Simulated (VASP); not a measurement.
The system is SnO2 (Cassiterite).

```
Sn O
1.0
     4.73800    0.00000    0.00000
     0.00000    4.73800    0.00000
     0.00000    0.00000    3.18650
Sn O
2 4
Direct
  0.50000 0.50000 0.50000
  0.00000 0.00000 0.00000
  0.80710 0.19290 0.50000
  0.69290 0.69290 0.00000
  0.19290 0.80710 0.50000
  0.30710 0.30710 0.00000
```

Program: VASP 6.6.1. Alike in all runs: task single point; no spin polarisation; cell as given; cutoff (eV) 520.

Order these runs on this cell by their band gap on the k mesh, lowest first.
A. level LDA; potentials or basis VASP PAW LDA potentials, release 64 (Sn_d, O); k mesh 6 × 6 × 8; smearing fermi-dirac 0.05 eV
B. level PBEsol-based global hybrid; potentials or basis VASP PAW PBE potentials, release 64 (Sn_d, O); k mesh 3 × 3 × 5; smearing fermi-dirac 0.05 eV; grid for exact exchange (PRECFOCK) Fast; share of exact exchange 0.25
C. level BLYP+D3(BJ); potentials or basis VASP PAW PBE potentials, release 64 (Sn_d, O); k mesh 6 × 6 × 8; smearing fermi-dirac 0.05 eV
D. level r2SCAN; potentials or basis VASP PAW PBE potentials, release 64 (Sn_d, O); k mesh 5 × 5 × 7; smearing methfessel-paxton 0.05 eV

A (1.17 eV), C (1.36 eV), D (1.99 eV), B (3.69 eV).

Caveats: some runs use coarse meshes; spin-orbit coupling is left out, which moves the levels of the heavy elements.
